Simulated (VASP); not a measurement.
Ge:

```
Ge
1.0
     1.39715   -2.60052    0.00000
     1.39715    2.60052    0.00000
     0.00000    0.00000    2.69823
Ge
1
Direct
  0.50000 0.50000 0.00000
```

Base run:

* Program: VASP 6.6.1
* Functional: LDA
* Potentials or basis: VASP PAW LDA potentials, release 64 (Ge_d)
* Cutoff: 520 eV
* k mesh: 11 × 11 × 10
* Occupations: methfessel-paxton, width 0.1 eV
* Spin: no spin polarisation

Its results: band gap on the k mesh zero (band 7 reaches 12.54 eV, above the bottom of band 8 at 3.56 eV); pressure -5.6 GPa.

Problem. After a change of settings the same cell gave: band gap on the k mesh zero (band 7 reaches 12.56 eV, above the bottom of band 8 at 2.78 eV); pressure -3.7 GPa. Which change was it?
A. k mesh from 11 × 11 × 10 to 9 × 9 × 8; further incar settings from ALGO = Normal; EDIFF = 1e-07; NBANDS = 13 to ALGO = Normal; EDIFF = 1e-06; NBANDS = 13
B. k mesh from 11 × 11 × 10 to 3 × 3 × 3; further incar settings from ALGO = Normal; EDIFF = 1e-07; NBANDS = 13 to ALGO = Normal; EDIFF = 1e-06; NBANDS = 13
C. k mesh from 11 × 11 × 10 to 6 × 6 × 5
D. k mesh from 11 × 11 × 10 to 7 × 7 × 7; further incar settings from ALGO = Normal; EDIFF = 1e-07; NBANDS = 13 to ALGO = Normal; EDIFF = 1e-06; NBANDS = 13

Solution. C.

Caveats: some runs use coarse meshes.
